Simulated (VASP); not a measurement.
Wanted: the native input for a VASP 6.6.1 run.

```
Task                   : single point
Functional             : PBE
Dispersion             : D3(BJ)
Potentials or basis    : VASP PAW PBE potentials, release 64 (Cu)
Cutoff                 : 520 eV
k mesh                 : 20 × 20 × 20
Occupations            : gaussian, width 0.1 eV
Spin                   : no spin polarisation
Dipole correction      : no
Further INCAR settings : ALGO = Fast; EDIFF = 1e-07; NBANDS = 12
```

The structure of Cu lies in POSCAR:

```
Cu
1.0
    0.0000000000      1.7812553984      1.7812553984
    1.7812553984      0.0000000000      1.7812553984
    1.7812553984      1.7812553984      0.0000000000
Cu
1
Direct
    0.0000000000      0.0000000000      0.0000000000
```

These files were run (other wordings do the same):

INCAR

```
  ALGO = Fast
  EDIFF = 1E-7
  ENCUT = 520
  GGA = PE
  ISIF = 2
  ISMEAR = 0
  IVDW = 12
  LASPH = T
  LCHARG = F
  LREAL = F
  LWAVE = F
  NBANDS = 12
  NELM = 60
  PREC = Accurate
  SIGMA = 0.1
```

KPOINTS

```
k-points
0
Gamma
  20 20 20
```

Potentials or basis: VASP PAW PBE potentials, release 64 (Cu).

Launch:

```console
$ cat potpaw_PBE.64/Cu/POTCAR > POTCAR
$ mpirun -np 1 vasp_std > vasp.out
```

Results of the run:

| Item | Value |
| --- | --- |
| Pressure | 1.1 GPa |
| Dispersion energy per atom | -0.610 eV |

Caveat: pairwise dispersion overbinds metals, which lowers pressure and volume.

Run time: 24 s on 1 thread of Intel(R) Xeon(R) Platinum 8488C (Sapphire Rapids) (shared host), peak memory 0.16 GiB.
